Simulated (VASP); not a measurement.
Here is a VASP 6.6.1 calculation.

Contents of POSCAR:

```
HCl
1.0
    8.5076870000      0.0000000000      0.0000000000
    0.0000000000      8.4789860000      0.0000000000
    0.0000000000      0.0000000000      8.4790870000
Cl H
12 12
Direct
    0.1537550688      0.0520109362      0.3173219003
    0.8697781195      0.8031266946      0.5475943342
    0.6362363825      0.1804578991      0.2825775936
    0.3222615030      0.0844558536      0.9392284806
    0.7353585058     -0.0242363886      0.8963347115
    0.9959346177      0.3840199760      0.6057020054
    0.4661196398      0.7156398183      0.1639327442
    0.9362709277      0.7042469465      0.1467492903
    0.1736194573      0.7206286223      0.8306672641
    0.5412281858      0.4587930679      0.6209866699
    0.4474306589      0.8813435946      0.5652259494
   -0.0420560841      0.3245435244      1.0154513098
    0.2354458973      0.0709282926      0.2003281721
    0.9070032783      0.7861553256      0.3964695727
    0.5940980198      0.2833593545      0.3683179569
    0.2285580088     -0.0159806845      0.8638312120
    0.6011269573      0.0541810070      0.8582409875
    1.0477230768      0.5207816123      0.6714284215
    0.5350690499      0.8439098732      0.1184089749
    0.9672664262      0.5546771748      0.1381752540
    0.2805227790      0.7273629182      0.7263989625
    0.5695555090      0.5153682292      0.4786128507
    0.3456521144      0.9100380635      0.4425358532
    0.0572541044      0.3017341932      0.8948958774
```

The input INCAR.step1:

```
SYSTEM = HCl
ALGO = Normal
EDIFF = 1E-5
ENCUT = 440
GGA = PE
GGA_COMPAT = .FALSE.
ISMEAR = -1
LASPH = .TRUE.
LCHARG = .FALSE.
LREAL = .FALSE.
LWAVE = .TRUE.
NBANDS = 66
NELM = 120
PREC = Accurate
SIGMA = 0.02
```

File INCAR.step2:

```
SYSTEM = HCl
ALGO = Normal
EDIFF = 1E-6
ENCUT = 440
GGA_COMPAT = .FALSE.
ISIF = 2
ISMEAR = -1
ISTART = 1
IVDW = 12
LASPH = .TRUE.
LCHARG = .TRUE.
LELF = .TRUE.
LMIXTAU = .TRUE.
LREAL = .FALSE.
LVHAR = .TRUE.
LWAVE = .FALSE.
METAGGA = R2SCAN
NBANDS = 66
NELM = 120
PREC = Accurate
SIGMA = 0.02
VDW_A1 = 0.49484001
VDW_A2 = 5.73083694
VDW_S6 = 1.0
VDW_S8 = 0.78981345
```

File KPOINTS:

```
k-points
0
G
  1 1 1
  0 0 0
```

Potentials or basis: VASP PAW PBE potentials, release 64 (Cl, H).

Command:

```sh
$ cat potpaw_PBE.64/Cl/POTCAR potpaw_PBE.64/H/POTCAR > POTCAR
$ cp INCAR.step1 INCAR
$ mpirun -np 1 vasp_gam > vasp.out
$ cp INCAR.step2 INCAR
$ mpirun -np 1 vasp_gam > vasp.out
```

(1) Estimate the largest force.

(2) Predict the pressure.

(3) Estimate the dispersion energy per atom.

## Answers

(1) 3.561 eV/Å.

(2) -0.5 GPa.

(3) -0.032 eV.

Caveat: the k points lie up to 0.74 Å⁻¹ apart; the atoms stand as in a frame of molecular dynamics; the PAW data sets were made with another functional, which shifts forces and pressure a little.
